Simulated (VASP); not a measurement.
**Mg: single point with LDA**

Crystal: Mg.

```
Mg
1.0
     0.00000    2.12394    2.12394
     2.12394    0.00000    2.12394
     2.12394    2.12394    0.00000
Mg
1
Direct
  0.00000 0.00000 0.00000
```

This cell differs from its parent crystal: volume scaled by 0.88.

```yaml
Program: VASP 6.6.1
Task: single point
Functional: LDA
Potentials_or_basis: VASP PAW LDA potentials, release 64 (Mg)
Cutoff: 520 eV
k_mesh: 14 × 14 × 14
Occupations: fermi-dirac, width 0.1 eV
Spin: no spin polarisation
```

```json
{
  "Pressure": "6.2 GPa",
  "Band gap on the k mesh": "zero (band 1 reaches 4.54 eV, above the bottom of band 2 at 2.15 eV)"
}
```

Levels at points of the mesh, in eV from the Fermi level:
| k point | band 1 | band 2 | band 3 | band 4 | band 5 |
| --- | --- | --- | --- | --- | --- |
| (0.00, 0.00, 0.00) | -7.70 | 13.46 | 13.46 | 13.46 | 16.23 |
| (0.50, 0.00, 0.00) | -1.96 | -1.30 | 12.25 | 12.25 | 13.85 |
| (0.50, 0.50, 0.00) | -0.25 | 0.90 | 6.46 | 7.90 | 7.90 |

Run time: 10 s on 1 thread of AMD EPYC 7R13 Processor (Zen 3) (shared host), peak memory 0.1 GiB.
